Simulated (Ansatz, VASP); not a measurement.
# Two plane-wave programs on SnO

```
CELL_PARAMETERS angstrom
3.80862 0.00000 0.00000
0.00000 3.80862 0.00000
0.00000 0.00000 4.98949
ATOMIC_POSITIONS crystal
Sn 0.00000 0.50000 0.22973
Sn 0.50000 0.00000 0.77027
O 0.00000 0.00000 0.00000
O 0.50000 0.50000 0.00000
```

Alike in both runs: task single point; functional PBE; k mesh 12 × 12 × 10; occupations gaussian, width 0.1 eV; no spin polarisation.

|  | VASP | Ansatz |
| --- | --- | --- |
| version | VASP 6.6.1 | Ansatz 0.2.0 |
| potentials or method | VASP PAW PBE potentials, release 64 (Sn_d, O), cutoff 520 eV | scalar-relativistic, plane waves, PAW |
| valence electrons in the cell | 40 | 40 |

|  | VASP | Ansatz | Ansatz less VASP |
| --- | --- | --- | --- |
| gap on the k mesh at the Fermi level (eV) | 0.32 | 0.31 | -0.009 |
| least direct gap on the mesh (eV) | 1.97 | 2.00 | +0.033 |
| pressure (GPa) | 4.2 | 3.9 | -0.24 |
| traceless stress, the component that is largest in VASP (GPa) | -0.79 | -0.80 | -0.018 |
| rms of the force components (eV/Å) | 0.260 | 0.224 | -0.0359 |

Atom by atom the forces differ by 0.036 eV/Å (rms over components). With one functional, cell and mesh, what is left measures potentials, basis and numerics.
